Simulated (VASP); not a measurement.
# HgTe (Fm-3m) in VASP: further runs, part 2 of 3

VASP 6.6.1. Earlier steps stand in the parts before.

**3. Electric field gradients, LDA**

INCAR reads:

```
PREC     = Accurate       # precision mode
ENCUT    = 400            # plane-wave cutoff, eV
EDIFF    = 1E-8           # SCF threshold, eV
ISMEAR   = -1             # smearing method
SIGMA    = 0.08           # smearing width, eV
LREAL    = False          # projectors in reciprocal space
LASPH    = True           # aspherical terms in the spheres
NELM     = 120            # most SCF steps
ALGO     = Normal         # electronic algorithm
ISIF     = 2              # what is computed and relaxed
LWAVE    = False          # write WAVECAR
LCHARG   = False          # write CHGCAR
LEFG     = True         
NBANDS   = 16             # bands
GGA_COMPAT= False
```

KPOINTS reads:

```
regular mesh
0
Gamma
  10 10 10
```

POSCAR reads:

```
HgTe
1.0
    0.0000000000      2.9215000000      2.9215000000
    2.9215000000      0.0000000000      2.9215000000
    2.9215000000      2.9215000000      0.0000000000
Hg Te
1 1
Direct
    0.0000000000      0.0000000000      0.0000000000
    0.5000000000      0.5000000000      0.5000000000
```

Potentials or basis: VASP PAW LDA potentials, release 64 (Hg, Te).

Launch:

```console
$ cat potpaw_LDA.64/Hg/POTCAR potpaw_LDA.64/Te/POTCAR > POTCAR
$ mpirun -np 1 vasp_std > vasp.out
```

OUTCAR:

```text
PREC = Accurate
   ENCUT = 400
   EDIFF = 1E-8
   ISMEAR = -1
   LREAL = False
   LASPH = True
   NELM = 120
   ISIF = 2

 ion  position               nearest neighbor table
   1  0.000  0.000  0.000-   2 2.92   2 2.92   2 2.92   2 2.92   2 2.92   2 2.92
   2  0.500  0.500  0.500-   1 2.92   1 2.92   1 2.92   1 2.92   1 2.92   1 2.92

  LATTYP: Found a face centered cubic cell.
 ALAT       =     5.8430000000

  Lattice vectors:

 A1 = (   0.0000000000,   2.9215000000,   2.9215000000)
 A2 = (   2.9215000000,   0.0000000000,   2.9215000000)
 A3 = (   2.9215000000,   2.9215000000,   0.0000000000)

Analysis of symmetry for initial positions (statically):
=====================================================================
 Subroutine PRICEL returns:
 Original cell was already a primitive cell.

 Routine SETGRP: Setting up the symmetry group for a
 face centered cubic supercell.

 Subroutine GETGRP returns: Found 48 space group operations
 (whereof 48 operations were pure point group operations)
 out of a pool of 48 trial point group operations.

The static configuration has the point symmetry O_h .

Analysis of symmetry for dynamics (positions and initial velocities):
=====================================================================
 Subroutine PRICEL returns:
 Original cell was already a primitive cell.

 Routine SETGRP: Setting up the symmetry group for a
 face centered cubic supercell.

 Subroutine GETGRP returns: Found 48 space group operations
 (whereof 48 operations were pure point group operations)
 out of a pool of 48 trial point group operations.

The dynamic configuration has the point symmetry O_h .

 Subroutine INISYM returns: Found 48 space group operations
 (whereof 48 operations are pure point group operations),
 and found     1 'primitive' translations

----------------------------------------------------------------------------------------

                                     Primitive cell

  volume of cell :      49.8710

  direct lattice vectors                    reciprocal lattice vectors
     0.000000000  2.921500000  2.921500000    -0.171144960  0.171144960  0.171144960
     2.921500000  0.000000000  2.921500000     0.171144960 -0.171144960  0.171144960
     2.921500000  2.921500000  0.000000000     0.171144960  0.171144960 -0.171144960

  length of vectors
     4.131624922  4.131624922  4.131624922     0.296431766  0.296431766  0.296431766

  position of ions in fractional coordinates (direct lattice)
     0.000000000  0.000000000  0.000000000
     0.500000000  0.500000000  0.500000000

  ion indices of the primitive-cell ions
   primitive index   ion index
                 1           1
                 2           2

----------------------------------------------------------------------------------------

 KPOINTS: regular mesh

Automatic generation of k-mesh.
 Grid dimensions read from file:
 generate k-points for:   10   10   10
[... 64 lines left out ...]
   EDIFF  = 0.1E-07   stopping-criterion for ELM
   LREAL  =      F    real-space projection
   EDIFFG = 0.1E-06   stopping-criterion for IOM
   NSW    =      0    number of steps for IOM
   IBRION =     -1    ionic relax: 0-MD 1-quasi-New 2-CG
   NFREE  =      0    steps in history (QN), initial steepest desc. (CG)
   ISIF   =      2    stress and relaxation
   ISYM   =      2    0-nonsym 1-usesym 2-fastsym
   POTIM  = 0.5000    time-step for ionic-motion
   TEBEG  =    0.0;   TEEND  =   0.0 temperature during run
   PSTRESS=    0.0 pullay stress
   NELECT =      18.0000    total number of electrons
   NUPDOWN=      -1.0000    fix difference up-down
   EMIN   =  10.00;   EMAX   =-10.00  energy-range for DOS
   EFERMI =   0.00;   METHOD = LEGACY
   ISMEAR =    -1;   SIGMA  =   0.08  broadening in eV -4-tet -1-fermi 0-gaus
   EFERMI_NEDOS =   21; number of points for ismear=-14 and -15
   IALGO  =     38    algorithm
   IMIX   =      4    mixing-type and parameters
     AMIX     =   0.40;   BMIX     =  1.00
     AMIX_MAG =   1.60;   BMIX_MAG =  1.00
  volume/ion in A,a.u.               =      24.94       168.27
  Fermi-wavevector in a.u.,A,eV,Ry     =   1.165601  2.202666 18.485213  1.358625
  Thomas-Fermi vector in A             =   2.302124
   LORBIT       =      0    0 simple, 1 ext, 2 COOP (PROOUT), +10 PAW based schemes
   GGA     = CA    functional components
   LHFCALC =     F    Hartree Fock is set to
   AEXX    =    0.0000 exact exchange contribution
   IVDW    =     0    specifies the selected vdW correction
   LEPSILON=     F    determine dielectric tensor
   LRPA    =     F    only Hartree local field effects (RPA)
 non-spin polarized calculation
  energy-cutoff  :      400.00
  volume of cell :       49.87
 maximum number of plane-waves:       934
   NGX = 13   NGY = 13   NGZ = 13

 number of electron      18.0000007 magnetization

 Free energy of the ion-electron system (eV)
  ---------------------------------------------------
  ext. energy  EPLUGINS =         0.00000000
  ---------------------------------------------------
  free energy    TOTEN  =        -4.89874509 eV

  energy without entropy =       -4.88641203  energy(sigma->0) =       -4.89257856

 E-fermi :   5.7811     XC(G=0): -10.7500

 val. band max:        5.6854199554   @ k =   0.5000   0.1000   0.0000
 cond. band min:       5.8957511736   @ k =  -0.2000   0.1000   0.0000
 fundamental gap:      0.2103312182
 Fermi energy:         5.7810913870

 k-point     1 :       0.0000    0.0000    0.0000
  band No.  band energies     occupation
      1      -7.2802      2.00000
      2      -1.4718      2.00000
      3      -1.4718      2.00000
      4      -1.4043      2.00000
      5      -1.4043      2.00000
      6      -1.4043      2.00000
[... 433 lines left out ...]
      3      -1.5632      2.00000
      4      -1.4416      2.00000
      5      -1.1484      2.00000
      6      -1.1483      2.00000
[... 8 lines left out ...]
     15      18.1025      0.00000
     16      18.1766      0.00000

 [... further k-points ...]
[... 5 lines left out ...]
  --------------------------------------------------------------------------------------
  -------------------------------------------------------------------------------------
  Total        1.3636193      1.3636193      1.3636193      0.0000000      0.0000000      0.0000000
  in kB       43.8082653     43.8082653     43.8082653      0.0000000      0.0000000      0.0000000
  external PRESSURE =      43.8082653 kB  Pullay stress =       0.0000000 kB

 VOLUME and BASIS-vectors are now :
 -----------------------------------------------------------------------------
  energy-cutoff  :      400.00
  volume of cell :       49.87
      direct lattice vectors                 reciprocal lattice vectors
     0.000000000  2.921500000  2.921500000    -0.171144960  0.171144960  0.171144960
     2.921500000  0.000000000  2.921500000     0.171144960 -0.171144960  0.171144960
     2.921500000  2.921500000  0.000000000     0.171144960  0.171144960 -0.171144960

 POSITION                                       TOTAL-FORCE (eV/Angst)
 -----------------------------------------------------------------------------------
      0.00000      0.00000      0.00000        -0.000000      0.000000      0.000000
      2.92150      2.92150      2.92150         0.000000     -0.000000     -0.000000
 -----------------------------------------------------------------------------------
    total drift:                               -0.000000      0.000000      0.000000

  FREE ENERGIE OF THE ION-ELECTRON SYSTEM (eV)
  ---------------------------------------------------
  free  energy   TOTEN  =        -4.8987450901 eV

  energy  without entropy=       -4.8864120263  energy(sigma->0) =       -4.89257856

 Electric field gradients (V/A^2)
---------------------------------------------------------------------
 ion       V_xx      V_yy      V_zz      V_xy      V_xz      V_yz
---------------------------------------------------------------------
   1       0.000     0.000    -0.000     0.001     0.001     0.001
   2      -0.000    -0.000     0.000     0.000     0.000     0.000
---------------------------------------------------------------------

 Electric field gradients after diagonalization (V/A^2)
 (convention: |V_zz| > |V_xx| > |V_yy|)
----------------------------------------------------------------------
 ion       V_xx      V_yy      V_zz     asymmetry (V_yy - V_xx)/ V_zz
----------------------------------------------------------------------
   1      -0.001    -0.001     0.002       0.000
   2      -0.000    -0.000     0.000       0.000
----------------------------------------------------------------------

           NMR quadrupolar parameters

 Cq : quadrupolar parameter    Cq=e*Q*V_zz/h
 eta: asymmetry parameters     (V_yy - V_xx)/ V_zz
 Q  : nuclear electric quadrupole moment in mb (millibarn)
----------------------------------------------------------------------
 ion       Cq(MHz)       eta       Q (mb)
----------------------------------------------------------------------
   1       0.000       0.000       1.000
   2       0.000       0.000       1.000
----------------------------------------------------------------------
```

Run time: 38 s. Hardware: 1 thread of Intel Xeon 8259CL, shared host; peak memory 0.16 GiB.

Results:

```
Free energy                             : -4.8987 eV
Pressure                                : 4.4 GPa
Band gap on the k mesh                  : zero (bands 9 and 10 overlap by 3.25 eV)
Largest electric field gradient by atom : zero within the noise of the run
```

Levels at points of the mesh, in eV from the Fermi level:
| k point | band 5 | band 6 | band 7 | band 8 | band 9 | band 10 | band 11 | band 12 | band 13 | band 14 |
| --- | --- | --- | --- | --- | --- | --- | --- | --- | --- | --- |
| (0.00, 0.00, 0.00) | -7.19 | -7.19 | -0.90 | -0.90 | -0.90 | -0.46 | 7.71 | 7.71 | 7.71 | 7.80 |
| (0.50, 0.00, 0.00) | -6.95 | -6.95 | -6.08 | 0.44 | 0.44 | 2.39 | 3.71 | 3.71 | 4.31 | 10.76 |
| (0.50, 0.50, 0.00) | -6.84 | -6.00 | -5.19 | -2.99 | -2.82 | -2.82 | 4.64 | 9.80 | 9.80 | 10.43 |

Caveat: the cell stands under pressure; spin-orbit coupling is left out, which moves the levels of the heavy elements.

**4. Electric field gradients, LDA (25.43 Å³/atom)**

This run uses another cell than the first one, of 25.43 Å³/atom.

INCAR reads:

```
SYSTEM = HgTe
PREC = Accurate
ENCUT = 400
EDIFF = 1E-8
ISMEAR = -1
SIGMA = 0.08
LREAL = .False.
LASPH = .True.
NELM = 120
ALGO = Normal
ISIF = 2
LWAVE = .False.
LCHARG = .False.
LEFG = .True.
NBANDS = 16
GGA_COMPAT = .False.
```

KPOINTS reads:

```
Automatic mesh
0
Gamma
  10 10 10
  0 0 0
```

POSCAR reads:

```
HgTe
1.0
    0.0000000000      2.9408482460      2.9408482460
    2.9408482460      0.0000000000      2.9408482460
    2.9408482460      2.9408482460      0.0000000000
Hg Te
1 1
Direct
    0.0000000000      0.0000000000      0.0000000000
    0.5000000000      0.5000000000      0.5000000000
```

Potentials or basis: VASP PAW LDA potentials, release 64 (Hg, Te).

Launch:

```console
$ cat potpaw_LDA.64/Hg/POTCAR potpaw_LDA.64/Te/POTCAR > POTCAR
$ mpirun -np 1 vasp_std > vasp.out
```

OUTCAR:

```text
SYSTEM = HgTe
   PREC = Accurate
   ENCUT = 400
   EDIFF = 1E-8
   ISMEAR = -1
   LREAL = .False.
   LASPH = .True.
   NELM = 120
   ISIF = 2

 ion  position               nearest neighbor table
   1  0.000  0.000  0.000-   2 2.94   2 2.94   2 2.94   2 2.94   2 2.94   2 2.94
   2  0.500  0.500  0.500-   1 2.94   1 2.94   1 2.94   1 2.94   1 2.94   1 2.94

  LATTYP: Found a face centered cubic cell.
 ALAT       =     5.8816964920

  Lattice vectors:

 A1 = (   0.0000000000,   2.9408482460,   2.9408482460)
 A2 = (   2.9408482460,   0.0000000000,   2.9408482460)
 A3 = (   2.9408482460,   2.9408482460,   0.0000000000)

Analysis of symmetry for initial positions (statically):
=====================================================================
 Subroutine PRICEL returns:
 Original cell was already a primitive cell.

 Routine SETGRP: Setting up the symmetry group for a
 face centered cubic supercell.

 Subroutine GETGRP returns: Found 48 space group operations
[... 644 lines left out ...]
     0.000000000  2.940848246  2.940848246    -0.170018973  0.170018973  0.170018973
     2.940848246  0.000000000  2.940848246     0.170018973 -0.170018973  0.170018973
     2.940848246  2.940848246  0.000000000     0.170018973  0.170018973 -0.170018973

 POSITION                                       TOTAL-FORCE (eV/Angst)
 -----------------------------------------------------------------------------------
      0.00000      0.00000      0.00000         0.000000      0.000000     -0.000000
      2.94085      2.94085      2.94085        -0.000000     -0.000000      0.000000
 -----------------------------------------------------------------------------------
    total drift:                               -0.000000      0.000000      0.000000

  FREE ENERGIE OF THE ION-ELECTRON SYSTEM (eV)
  ---------------------------------------------------
  free  energy   TOTEN  =        -4.9211329381 eV

  energy  without entropy=       -4.9082198517  energy(sigma->0) =       -4.91467639

 Electric field gradients (V/A^2)
---------------------------------------------------------------------
 ion       V_xx      V_yy      V_zz      V_xy      V_xz      V_yz
---------------------------------------------------------------------
   1      -0.000    -0.000    -0.000     0.001     0.001     0.001
   2      -0.000    -0.000    -0.000     0.000     0.000     0.000
---------------------------------------------------------------------

 Electric field gradients after diagonalization (V/A^2)
 (convention: |V_zz| > |V_xx| > |V_yy|)
----------------------------------------------------------------------
 ion       V_xx      V_yy      V_zz     asymmetry (V_yy - V_xx)/ V_zz
----------------------------------------------------------------------
   1      -0.001    -0.001     0.001       0.000
   2      -0.000    -0.000     0.000       0.000
----------------------------------------------------------------------

           NMR quadrupolar parameters

 Cq : quadrupolar parameter    Cq=e*Q*V_zz/h
 eta: asymmetry parameters     (V_yy - V_xx)/ V_zz
 Q  : nuclear electric quadrupole moment in mb (millibarn)
----------------------------------------------------------------------
 ion       Cq(MHz)       eta       Q (mb)
----------------------------------------------------------------------
   1       0.000       0.000       1.000
   2       0.000       0.000       1.000
----------------------------------------------------------------------
```

Wall time 41 s (1 thread of Intel Xeon 8259CL, shared host); peak memory 0.16 GiB.

What came out:

| Property | Result |
| --- | --- |
| Free energy | -4.9211 eV |
| Pressure | 2.7 GPa |
| Band gap on the k mesh | zero (bands 9 and 10 overlap by 3.14 eV) |
| Largest electric field gradient by atom | zero within the noise of the run |

Levels at points of the mesh, in eV from the Fermi level:
```
           k point  band 6  band 7  band 8  band 9  band 10  band 11  band 12  band 13
(0.00, 0.00, 0.00)   -7.09   -0.87   -0.87   -0.87    -0.57     7.70     7.70     7.70
(0.50, 0.00, 0.00)   -6.86   -5.99    0.41    0.41     2.42     3.75     3.75     4.21
(0.50, 0.50, 0.00)   -5.97   -5.04   -2.96   -2.73    -2.73     4.67     9.69     9.69
```

Caveat: spin-orbit coupling is left out, which moves the levels of the heavy elements.

[end of part 2 of 3]
